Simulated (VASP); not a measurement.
The system is NiO2.

```
Ni O
1.0
     2.89406    0.00000    0.00000
    -1.44703    2.50633    0.00000
     0.00000    0.00000    3.83319
Ni O
1 2
Direct
  0.00000 0.00000 0.50000
  0.66667 0.33333 0.75429
  0.33333 0.66667 0.24571
```

This cell differs from its parent crystal: c/a of the conventional cell at fixed volume 1.3245.

Base run:

```yaml
Program: VASP 6.6.1
Functional: LDA
Potentials_or_basis: VASP PAW LDA potentials, release 64 (Ni, O)
Cutoff: 520 eV
k_mesh: 12 × 12 × 6
Occupations: gaussian, width 0.05 eV
Spin: no spin polarisation
```

Its results: band gap on the k mesh 0.20 eV, indirect (least direct gap 0.56 eV); pressure -24.3 GPa; largest force 1.863 eV/Å.

Task: The run is repeated on the same cell with these changes: potentials or basis from VASP PAW LDA potentials, release 64 (Ni, O) to VASP PAW LDA potentials, release 64 (Ni_sv_GW, O); cutoff from 520 eV to 600 eV; further incar settings from ALGO = Normal; EDIFF = 1e-07; NBANDS = 18 to ALGO = Normal; EDIFF = 1e-06; NBANDS = 22; valence electrons from 22 to 30. What comes out?

Result: Band gap on the k mesh 0.26 eV, indirect (least direct gap 0.57 eV); pressure -25.8 GPa; largest force 1.870 eV/Å.

Caveats: forces of over 1 eV/Å act on the atoms, so gaps and moduli don't describe the material at rest.

A k mesh can miss the band edges.
